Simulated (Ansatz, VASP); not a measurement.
One calculation of Ir, two programs

```
Ir
1.0
     0.00000    1.91500    1.91500
     1.91500    0.00000    1.91500
     1.91500    1.91500    0.00000
Ir
1
Direct
  0.00000 0.00000 0.00000
```

Alike in both runs: task single point; functional PBEsol; k mesh 8 × 8 × 8; occupations gaussian, width 0.1 eV; no spin polarisation.

|  | VASP | Ansatz |
| --- | --- | --- |
| version | VASP 6.6.1 | Ansatz 0.2.0 |
| potentials or method | VASP PAW PBE potentials, release 64 (Ir), cutoff 500 eV | scalar-relativistic, plane waves, PAW |
| valence electrons in the cell | 9 | 17 |

|  | VASP | Ansatz | Ansatz less VASP |
| --- | --- | --- | --- |
| gap on the k mesh at the Fermi level (eV) | none | none | - |
| pressure (GPa) | 2.5 | 1.5 | -1.02 |

VASP's potentials were made for PBE, not for PBEsol, and Ansatz warns of the same on its side. A gap of «none» marks a metal or a gap that the smearing closes. VASP's potentials hold 9 valence electrons a cell and Ansatz's 17, so a difference there can come from the potentials and not from the codes.

Neither program's run includes spin-orbit coupling.
